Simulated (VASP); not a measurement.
# Be (I4_132) in VASP: further runs

Runs on Be. Level: PBE. Tasks: single point, relaxation of cell and atoms.

Everything below comes from runs of VASP 6.6.1. Logs are shortened: lines on timing, memory, paths and dates and some standing lists are left out, and cuts for length are marked.

## Step 1: The cell of the first run

It takes space group I4_132 (No. 214, cubic). The conventional cell has a = 6.734 Å, b = 6.734 Å, c = 6.734 Å, α = 90.00°, β = 90.00°, γ = 90.00°. Be (site symmetry 222) has 4 Be at 2.06 Å within 2.7 Å.

## Step 2: Single point, PBE

The input, INCAR:

```
SYSTEM = Be
PREC = Accurate
ENCUT = 520
EDIFF = 1E-6
ISMEAR = 0
SIGMA = 0.1
LREAL = .False.
LASPH = .True.
NELM = 100
ALGO = Normal
ISIF = 2
LWAVE = .False.
LCHARG = .True.
GGA = PE
LELF = .True.
LVHAR = .True.
NBANDS = 15
```

The input, KPOINTS:

```
regular mesh
0
Gamma
  8 8 8
  0 0 0
```

The input, POSCAR:

```
Be
1.0
   -3.3668446469      3.3668446469      3.3668446469
    3.3668446469     -3.3668446469      3.3668446469
    3.3668446469      3.3668446469     -3.3668446469
Be
6
Direct
    0.6250000000      0.2500000000      0.8750000000
    0.8750000000      0.6250000000      0.2500000000
    0.7500000000      0.6250000000      0.8750000000
    0.2500000000      0.8750000000      0.6250000000
    0.8750000000      0.7500000000      0.6250000000
    0.6250000000      0.8750000000      0.7500000000
```

Potentials or basis: VASP PAW PBE potentials, release 64 (Be).

The run is started by

```sh
> cat potpaw_PBE.64/Be/POTCAR > POTCAR
> mpirun -np 1 vasp_std > vasp.out
```

OUTCAR:

```text
SYSTEM = Be
   PREC = Accurate
   ENCUT = 520
   EDIFF = 1E-6
   ISMEAR = 0
   LREAL = .False.
   LASPH = .True.
   NELM = 100
   ISIF = 2
   GGA = PE

 ion  position               nearest neighbor table
   1  0.625  0.250  0.875-   2 2.06   3 2.06   4 2.06   6 2.06
   2  0.875  0.625  0.250-   1 2.06   3 2.06   4 2.06   5 2.06
   3  0.750  0.625  0.875-   1 2.06   2 2.06   5 2.06   6 2.06
   4  0.250  0.875  0.625-   1 2.06   2 2.06   5 2.06   6 2.06
   5  0.875  0.750  0.625-   2 2.06   3 2.06   4 2.06   6 2.06
   6  0.625  0.875  0.750-   1 2.06   3 2.06   4 2.06   5 2.06

  LATTYP: Found a body centered cubic cell.
 ALAT       =     6.7336892938

  Lattice vectors:

 A1 = (  -3.3668446469,   3.3668446469,   3.3668446469)
 A2 = (   3.3668446469,  -3.3668446469,   3.3668446469)
 A3 = (   3.3668446469,   3.3668446469,  -3.3668446469)

Analysis of symmetry for initial positions (statically):
=====================================================================
 Subroutine PRICEL returns:
 Original cell was already a primitive cell.

 Routine SETGRP: Setting up the symmetry group for a
 body centered cubic supercell.

 Subroutine GETGRP returns: Found 24 space group operations
 (whereof  3 operations were pure point group operations)
 out of a pool of 48 trial point group operations.

The static configuration has the point symmetry C_3 .
 The point group associated with its full space group is O   .

Analysis of symmetry for dynamics (positions and initial velocities):
=====================================================================
 Subroutine PRICEL returns:
 Original cell was already a primitive cell.

 Routine SETGRP: Setting up the symmetry group for a
 body centered cubic supercell.

 Subroutine GETGRP returns: Found 24 space group operations
 (whereof  3 operations were pure point group operations)
 out of a pool of 48 trial point group operations.

The dynamic configuration has the point symmetry C_3 .
 The point group associated with its full space group is O   .

 Subroutine INISYM returns: Found 24 space group operations
 (whereof  3 operations are pure point group operations),
 and found     1 'primitive' translations

----------------------------------------------------------------------------------------

                                     Primitive cell

  volume of cell :     152.6614

[... 110 lines left out ...]
   EFERMI =   0.00;   METHOD = LEGACY
   ISMEAR =     0;   SIGMA  =   0.10  broadening in eV -4-tet -1-fermi 0-gaus
   EFERMI_NEDOS =   21; number of points for ismear=-14 and -15
   IALGO  =     38    algorithm
   IMIX   =      4    mixing-type and parameters
     AMIX     =   0.40;   BMIX     =  1.00
     AMIX_MAG =   1.60;   BMIX_MAG =  1.00
  volume/ion in A,a.u.               =      25.44       171.70
  Fermi-wavevector in a.u.,A,eV,Ry     =   0.701281  1.325229  6.691281  0.491795
  Thomas-Fermi vector in A             =   1.785665
   LORBIT       =      0    0 simple, 1 ext, 2 COOP (PROOUT), +10 PAW based schemes
   GGA     = PE    functional components
   LHFCALC =     F    Hartree Fock is set to
   AEXX    =    0.0000 exact exchange contribution
   IVDW    =     0    specifies the selected vdW correction
   LEPSILON=     F    determine dielectric tensor
   LRPA    =     F    only Hartree local field effects (RPA)
 non-spin polarized calculation
 Gauss-broadening in eV      SIGMA  =   0.10
  energy-cutoff  :      520.00
  volume of cell :      152.66
 maximum number of plane-waves:      4141
 NGX is ok and might be reduce to    48
   NGX = 21   NGY = 21   NGZ = 21

 number of electron      12.0000000 magnetization

 Free energy of the ion-electron system (eV)
  ---------------------------------------------------
  ext. energy  EPLUGINS =         0.00000000
  ---------------------------------------------------
  free energy    TOTEN  =       -13.05814569 eV

  energy without entropy =      -13.04536352  energy(sigma->0) =      -13.05175461

 E-fermi :  -1.0530     XC(G=0):  -6.2101

 val. band max:       -1.0864822948   @ k =  -0.2500   0.2500   0.1250
 cond. band min:      -1.0262834462   @ k =   0.1250   0.1250   0.0000
 fundamental gap:      0.0601988486
 Fermi energy:        -1.0529574684

 k-point     1 :       0.0000    0.0000    0.0000
  band No.  band energies     occupation
      1      -6.8871      2.00000
      2      -3.9937      2.00000
      3      -3.9937      2.00000
      4      -3.9937      2.00000
      5      -0.9433      0.12109
      6      -0.9433      0.12109
      7      -0.9433      0.12109
      8      -0.9047      0.03598
      9      -0.9047      0.03597
     10       1.9488      0.00000
     11       1.9488      0.00000
     12       1.9488      0.00000
     13       3.7380      0.00000
     14       5.2503      0.00000
[... 401 lines left out ...]
      2      -5.3063      2.00000
      3      -4.6845      2.00000
      4      -2.9782      2.00000
      5      -2.1793      2.00000
      6      -1.3531      1.99998
      7      -0.6458      0.00000
      8      -0.1269      0.00000
      9       0.4372      0.00000
     10       0.8612      0.00000
     11       3.0439      0.00000
     12       3.3635      0.00000
     13       3.8202      0.00000
     14       5.3604      0.00000
     15       5.5298      0.00000

 [... further k-points ...]

------------------------ aborting loop because EDIFF is reached ----------------------------------------

  FORCE on cell =-STRESS in cart. coord.  units (eV):
  Direction    XX          YY          ZZ          XY          YZ          ZX
  --------------------------------------------------------------------------------------
  -------------------------------------------------------------------------------------
  Total        0.0300901      0.0300901      0.0300901      0.0000000     -0.0000000      0.0000000
  in kB        0.3157950      0.3157950      0.3157950      0.0000000     -0.0000000      0.0000000
  external PRESSURE =       0.3157950 kB  Pullay stress =       0.0000000 kB

 VOLUME and BASIS-vectors are now :
 -----------------------------------------------------------------------------
  energy-cutoff  :      520.00
  volume of cell :      152.66
      direct lattice vectors                 reciprocal lattice vectors
    -3.366844647  3.366844647  3.366844647     0.000000000  0.148507001  0.148507001
     3.366844647 -3.366844647  3.366844647     0.148507001  0.000000000  0.148507001
     3.366844647  3.366844647 -3.366844647     0.148507001  0.148507001  0.000000000

 POSITION                                       TOTAL-FORCE (eV/Angst)
 -----------------------------------------------------------------------------------
      1.68342      4.20856      0.00000         0.000000     -0.000000     -0.000000
     -0.00000      1.68342      4.20856        -0.000000      0.000000     -0.000000
      2.52513      3.36684      1.68342         0.000000      0.000000     -0.000000
      4.20856      0.00000      1.68342         0.000000      0.000000      0.000000
      1.68342      2.52513      3.36684        -0.000000     -0.000000      0.000000
      3.36684      1.68342      2.52513         0.000000     -0.000000     -0.000000
 -----------------------------------------------------------------------------------
    total drift:                               -0.000000      0.000000     -0.000000

  FREE ENERGIE OF THE ION-ELECTRON SYSTEM (eV)
  ---------------------------------------------------
  free  energy   TOTEN  =       -13.0581456913 eV

  energy  without entropy=      -13.0453635211  energy(sigma->0) =      -13.05175461
```

stdout:

```text
POSCAR found type information on POSCAR Be
 POSCAR found :  1 types and       6 ions
 scaLAPACK will be used
 LDA part: xc-table for (Slater+PW92), standard interpolation
 POSCAR, INCAR and KPOINTS ok, starting setup
 FFT: planning ... GRIDC
 FFT: planning ... GRID_SOFT
 FFT: planning ... GRID
 WAVECAR not read
 entering main loop
```

It took 34 s on 1 thread of Intel Xeon 6975P-C (Granite Rapids), shared host; peak memory 0.31 GiB.

What came out:

```
Free energy            : -13.0581 eV
Pressure               : 0.0 GPa
Band gap on the k mesh : zero (band 6 reaches -0.94 eV, above the bottom of band 7 at -1.81 eV)
```

## Step 3: Relaxation of cell and atoms, PBE

This run uses another cell than the first one, of 25.27 Å³/atom, 0.993 times its volume.

The input, INCAR:

```
SYSTEM = Be
PREC     = Accurate       ! precision mode
ENCUT    = 600            ! plane-wave cutoff, eV
EDIFF    = 1E-7           ! SCF threshold, eV
ISMEAR   = 0              ! smearing method
SIGMA    = 0.1            ! smearing width, eV
LREAL    = .FALSE.        ! projectors in reciprocal space
LASPH    = .TRUE.         ! aspherical terms in the spheres
NELM     = 100            ! most SCF steps
ALGO     = Normal         ! electronic algorithm
ISIF     = 3              ! what is computed and relaxed
LWAVE    = .FALSE.        ! write WAVECAR
LCHARG   = .FALSE.        ! write CHGCAR
GGA      = PE             ! functional
IBRION   = 2              ! ionic algorithm
NSW      = 100            ! ionic steps
EDIFFG   = -0.01          ! ionic threshold
```

The input, KPOINTS:

```
Automatic mesh
0
G
  8 8 8
  0 0 0
```

Changes to POSCAR since step 2:

```diff
@@ -2,5 +2,5 @@
 1.0
-   -3.3668446469      3.3668446469      3.3668446469
-    3.3668446469     -3.3668446469      3.3668446469
-    3.3668446469      3.3668446469     -3.3668446469
+   -3.3590071830      3.3590071830      3.3590071830
+    3.3590071830     -3.3590071830      3.3590071830
+    3.3590071830      3.3590071830     -3.3590071830
 Be
```

Potentials or basis: VASP PAW PBE potentials, release 64 (Be).

The run is started by

```sh
> cat potpaw_PBE.64/Be/POTCAR > POTCAR
> mpirun -np 1 vasp_std > vasp.out
```

Wall time 44 s (1 thread of Intel Xeon 6975P-C (Granite Rapids), shared host); peak memory 0.32 GiB.

Results (log left out):

```yaml
Free_energy: -13.0582 eV
Relaxed_volume: 25.49 Å³/atom
Relaxed_cell: a = 5.835 Å, b = 5.835 Å, c = 5.835 Å, α = 109.47°, β = 109.47°, γ = 109.47°
Space_group_after_relaxing_to_0.05_Å: I4_132 (No. 214)
Energy_gained_by_relaxing: 0.1 meV/atom
Ionic_steps: 3
Pressure_after_relaxing: 0.0 GPa
Band_gap_on_the_k_mesh: zero (band 6 reaches -0.95 eV, above the bottom of band 7 at -1.82 eV)
```

Step by step:
```tsv
step	energy change (eV)	largest force (eV/Å)	pressure (GPa)	volume (Å³)
1	0.0000	0.0000	0.22	151.60
2	-0.0007	0.0000	0.09	152.37
3	-0.0008	0.0000	-0.01	152.94
```

Final structure:
```
Be
1.0
    -3.36890    3.36890    3.36890
     3.36890   -3.36890    3.36890
     3.36890    3.36890   -3.36890
Be
6
Direct
  0.62500 0.25000 0.87500
  0.87500 0.62500 0.25000
  0.75000 0.62500 0.87500
  0.25000 0.87500 0.62500
  0.87500 0.75000 0.62500
  0.62500 0.87500 0.75000
```

Levels at points of the mesh, in eV from the Fermi level:
```
           k point  band 4  band 5  band 6  band 7  band 8  band 9
(0.00, 0.00, 0.00)   -2.94    0.11    0.11    0.11    0.15    0.15
(0.50, 0.00, 0.00)   -2.27   -0.71   -0.64    0.40    1.05    2.15
(0.50, 0.50, 0.50)   -1.59   -0.76   -0.76   -0.76    2.07    2.07
```

## Step 4: Single point, PBE

This run uses another cell than the first one, of 25.27 Å³/atom, 0.993 times its volume.

The input, INCAR:

```
SYSTEM = Be
PREC = Accurate
ENCUT = 520
EDIFF = 1E-6
ISMEAR = 0
SIGMA = 0.1
LREAL = .FALSE.
LASPH = .TRUE.
NELM = 100
ALGO = Normal
ISIF = 2
LWAVE = .FALSE.
LCHARG = .TRUE.
GGA = PE
LELF = .TRUE.
LVHAR = .TRUE.
NBANDS = 15
```

The input, KPOINTS:

```
regular mesh
0
G
  4 4 4
  0 0 0
```

POSCAR is that of step 3.

The run is started by

```sh
> cat potpaw_PBE.64/Be/POTCAR > POTCAR
> mpirun -np 1 vasp_std > vasp.out
```

It took 14 s on 1 thread of Intel Xeon 6975P-C (Granite Rapids), shared host; peak memory 0.29 GiB.

Results (log left out):

```
Free energy            : -13.1092 eV
Pressure               : 0.1 GPa
Band gap on the k mesh : zero (band 6 reaches -0.93 eV, above the bottom of band 7 at -1.80 eV)
```

Levels at points of the mesh, in eV from the Fermi level:
```csv
k point,band 2,band 3,band 4,band 5,band 6,band 7,band 8,band 9,band 10,band 11
"(0.00, 0.00, 0.00)",-2.99,-2.99,-2.99,0.05,0.05,0.05,0.10,0.10,2.96,2.96
"(0.50, 0.00, 0.00)",-4.53,-3.18,-2.32,-0.77,-0.69,0.35,1.01,2.11,2.31,2.63
"(0.50, 0.50, 0.50)",-4.48,-4.48,-1.65,-0.82,-0.82,-0.82,2.03,2.03,2.03,2.81
```

## Step 5: Relaxation of cell and atoms, PBE

This run uses another cell than the first one, of 20.55 Å³/atom, 0.808 times its volume.

The input, INCAR:

```
SYSTEM = Be
PREC = Accurate
ENCUT = 600
EDIFF = 1E-7
ISMEAR = 0
SIGMA = 0.1
LREAL = .False.
LASPH = .True.
NELM = 100
ALGO = Normal
ISIF = 3
LWAVE = .False.
LCHARG = .False.
GGA = PE
IBRION = 2
NSW = 90
EDIFFG = -0.04
```

The input, KPOINTS:

```
regular mesh
0
Gamma
  4 4 4
  0 0 0
```

Changes to POSCAR since step 4:

```diff
@@ -2,5 +2,5 @@
 1.0
-   -3.3590071830      3.3590071830      3.3590071830
-    3.3590071830     -3.3590071830      3.3590071830
-    3.3590071830      3.3590071830     -3.3590071830
+   -3.1353468700      3.1353468700      3.1353468700
+    3.1353468700     -3.1353468700      3.1353468700
+    3.1353468700      3.1353468700     -3.1353468700
 Be
```

The run is started by

```sh
> cat potpaw_PBE.64/Be/POTCAR > POTCAR
> mpirun -np 1 vasp_std > vasp.out
```

Run time: 28 s. Hardware: 1 thread of Intel Xeon 6975P-C (Granite Rapids), shared host; peak memory 0.3 GiB.

Results (log left out):

```yaml
Free_energy: -13.1094 eV
Relaxed_volume: 25.42 Å³/atom
Relaxed_cell: a = 5.830 Å, b = 5.830 Å, c = 5.830 Å, α = 109.47°, β = 109.47°, γ = 109.47°
Space_group_after_relaxing_to_0.05_Å: I4_132 (No. 214)
Energy_gained_by_relaxing: 105.2 meV/atom
Ionic_steps: 4
Pressure_after_relaxing: 0.0 GPa
Band_gap_on_the_k_mesh: zero (band 6 reaches -0.94 eV, above the bottom of band 7 at -1.81 eV)
```

Step by step:
```csv
step,energy change (eV),largest force (eV/Å),pressure (GPa),volume (Å³)
1,0.0000,0.0000,8.12,123.29
2,-0.5762,0.0000,1.94,142.81
3,-0.6270,0.0000,-0.48,155.24
4,-0.6314,0.0000,-0.03,152.54
```

Final structure:
```cif
data_structure
_symmetry_space_group_name_H-M 'P 1'
_symmetry_Int_Tables_number 1
_cell_length_a 5.8300
_cell_length_b 5.8300
_cell_length_c 5.8300
_cell_angle_alpha 109.471
_cell_angle_beta 109.471
_cell_angle_gamma 109.471
_cell_volume 152.54
loop_
_atom_site_label
_atom_site_type_symbol
_atom_site_fract_x
_atom_site_fract_y
_atom_site_fract_z
_atom_site_occupancy
Be1 Be 0.62500 0.25000 0.87500 1
Be2 Be 0.87500 0.62500 0.25000 1
Be3 Be 0.75000 0.62500 0.87500 1
Be4 Be 0.25000 0.87500 0.62500 1
Be5 Be 0.87500 0.75000 0.62500 1
Be6 Be 0.62500 0.87500 0.75000 1
```

Levels at points of the mesh, in eV from the Fermi level:
```
           k point  band 3  band 4  band 5  band 6  band 7  band 8  band 9  band 10
(0.00, 0.00, 0.00)   -2.99   -2.99    0.06    0.06    0.06    0.10    0.10     2.95
(0.50, 0.00, 0.00)   -3.18   -2.32   -0.77   -0.69    0.35    1.00    2.10     2.30
(0.50, 0.50, 0.50)   -4.48   -1.64   -0.81   -0.81   -0.81    2.02    2.02     2.02
```

Caveat: the volume moved by over 15 % at a fixed basis, so the end points are rough.

## Step 6: The runs side by side

```tsv
task	cell	k mesh	cutoff (eV)	gap on the mesh (eV)	pressure (GPa)	relaxed volume (Å³/atom)
single point	a = 5.832 Å, angles 109.5°, 6 atoms	8 × 8 × 8	520	none	0.0	-
relaxation of cell and atoms	relaxed from a = 5.818 Å, angles 109.5°, 6 atoms	8 × 8 × 8	600	none	0.0	25.49
single point	a = 5.818 Å, angles 109.5°, 6 atoms	4 × 4 × 4	520	none	0.1	-
relaxation of cell and atoms	relaxed from a = 5.431 Å, angles 109.5°, 6 atoms	4 × 4 × 4	600	none	0.0	25.42
```

Alike in all rows: level PBE; potentials or basis VASP PAW PBE potentials, release 64 (Be); no spin polarisation; smearing gaussian 0.1 eV.

Caveats: the volume moved by over 15 % at a fixed basis, so the end points are rough (some runs).

Total energies depend on the potentials used, so only differences within one code and one set of settings carry meaning.
